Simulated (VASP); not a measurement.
# TaH3Br2: single point with PBE

The system is TaH3Br2.

```
CELL_PARAMETERS angstrom
2.35134 1.35755 3.74228
-2.35134 1.35755 3.74228
0.00000 -2.71510 3.74228
ATOMIC_POSITIONS crystal
Ta 0.00000 0.00000 0.00000
H 0.00000 0.50000 0.00000
H 0.50000 0.00000 0.00000
H 0.00000 0.00000 0.50000
Br 0.62686 0.62686 0.62686
Br 0.37314 0.37314 0.37314
```

- Program: VASP 6.6.1
- Task: single point
- Functional: PBE
- Potentials or basis: VASP PAW PBE potentials, release 64 (Ta_pv, H, Br)
- Cutoff: 520 eV
- k mesh: 6 × 6 × 6
- Occupations: gaussian, width 0.1 eV
- Spin: no spin polarisation

The pressure is 0.0 GPa and the largest force is 0.025 eV/Å. The band gap on the k mesh is zero (band 14 reaches 4.95 eV, above the bottom of band 15 at 4.87 eV).

Forces on the atoms (eV/Å):
```
Ta   0.000  0.000  0.000
H    0.000  0.000  0.000
H    0.000  0.000  0.000
H    0.000  0.000  0.000
Br   0.000  0.000 -0.025
Br   0.000  0.000  0.025
```

Stress tensor (GPa, compression positive):
```
 0.09  0.00  0.00
 0.00  0.09  0.00
 0.00  0.00 -0.28
```

Levels at points of the mesh, in eV from the Fermi level:
```tsv
k point	band 11	band 12	band 13	band 14	band 15	band 16	band 17	band 18
(0.00, 0.00, 0.00)	-3.66	-3.13	-2.79	-2.79	2.00	3.10	3.10	5.03
(0.50, 0.00, 0.00)	-2.93	-2.63	-2.08	-1.91	0.56	1.39	2.88	3.38
(0.50, 0.50, 0.00)	-1.67	-1.65	-0.80	0.01	0.33	0.47	0.57	3.10
(0.50, 0.50, 0.50)	-1.88	-0.89	-0.13	-0.13	-0.07	-0.07	0.65	2.39
```

It took 84 s on 1 thread of Intel(R) Xeon(R) Platinum 8259CL CPU @ 2.50GHz (Skylake/Cascade Lake), with other jobs on the host, peak memory 0.23 GiB.

Caveat: spin-orbit coupling is left out, which moves the levels of the heavy elements.
